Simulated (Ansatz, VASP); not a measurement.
## Two plane-wave programs on Rh

```
CELL_PARAMETERS angstrom
2.72137 0.00000 0.00000
-1.36069 2.35678 0.00000
0.00000 0.00000 4.39624
ATOMIC_POSITIONS crystal
Rh 0.66667 0.33333 0.75000
Rh 0.33333 0.66667 0.25000
```

Alike in both runs: functional PBE; k mesh 12 × 12 × 8; occupations gaussian, width 0.1 eV; no spin polarisation.

Ansatz relaxed the structure, and its values are those at the end. VASP's run is a single point on that final structure, the one shown.

|  | VASP | Ansatz |
| --- | --- | --- |
| version | VASP 6.6.1 | Ansatz 0.2.0 |
| potentials or method | VASP PAW PBE potentials, release 64 (Rh_pv), cutoff 520 eV | scalar-relativistic, plane waves, PAW |
| valence electrons in the cell | 30 | 34 |

```csv
,VASP,Ansatz,Ansatz less VASP
gap on the k mesh at the Fermi level (eV),none,none,-
pressure (GPa),0.1,0.0,-0.08
```

A gap of «none» marks a metal or a gap that the smearing closes. VASP's potentials hold 30 valence electrons a cell and Ansatz's 34, so a difference there can come from the potentials and not from the codes.
